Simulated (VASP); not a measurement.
**Te: single point with r2SCAN**

The system is Te.

```
CELL_PARAMETERS angstrom
-1.51372 1.51372 1.51372
1.51372 -1.51372 1.51372
1.51372 1.51372 -1.51372
ATOMIC_POSITIONS crystal
Te 0.00000 0.00000 0.00000
```

```json
{
  "Program": "VASP 6.6.1",
  "Task": "single point",
  "Functional": "r2SCAN",
  "Potentials or basis": "VASP PAW PBE potentials, release 64 (Te)",
  "Cutoff": "520 eV",
  "k mesh": "15 × 15 × 15",
  "Occupations": "fermi-dirac, width 0.1 eV",
  "Spin": "no spin polarisation"
}
```

```
Pressure               : 214.7 GPa
Band gap on the k mesh : zero (band 3 reaches 31.59 eV, above the bottom of band 4 at 14.75 eV)
```

Levels at points of the mesh, in eV from the Fermi level:
```csv
k point,band 1,band 2,band 3,band 4,band 5,band 6,band 7
"(0.00, 0.00, 0.00)",-23.85,9.59,9.59,9.59,10.59,10.59,10.59
```

Wall time 34 s on 1 thread of Intel Xeon 6975P-C (shared host), peak memory 0.14 GiB.

Caveat: the PAW data sets were made with another functional, which shifts forces and pressure a little; spin-orbit coupling is left out, which moves the levels of the heavy elements.
